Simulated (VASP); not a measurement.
A run of VASP 6.6.1:

The input INCAR:

```
SYSTEM = TiAl
ALGO = Fast
EDIFF = 1E-6
ENCUT = 520
ISIF = 2
ISMEAR = 0
LASPH = .True.
LCHARG = .False.
LREAL = .False.
LWAVE = .False.
NBANDS = 14
NELM = 80
PREC = Accurate
SIGMA = 0.15
```

Contents of KPOINTS:

```
k-points
0
Gamma
  16 16 16
  0 0 0
```

Contents of POSCAR:

```
TiAl
1.0
    3.4333891200      0.0000000000      0.0000000000
    0.0000000000      3.4333891200      0.0000000000
    0.0000000000      0.0000000000      3.3062265600
Ti Al
1 1
Direct
    0.0000000000      0.0000000000      0.0000000000
    0.5000000000      0.5000000000      0.5000000000
```

Potentials or basis: VASP PAW LDA potentials, release 64 (Ti_sv, Al).

Run with:

```bash
$ cat potpaw_LDA.64/Ti_sv/POTCAR potpaw_LDA.64/Al/POTCAR > POTCAR
$ mpirun -np 1 vasp_std > vasp.out
```

Hardware: 1 thread of Intel Xeon 8259CL, with other jobs on the host.

Problem. Estimate the wall time of this run.

Solution. Wall time 14 min on 1 thread of Intel Xeon 8259CL, on a shared host, peak memory 0.33 GiB. Counts: scf iterations 25, k points 405.
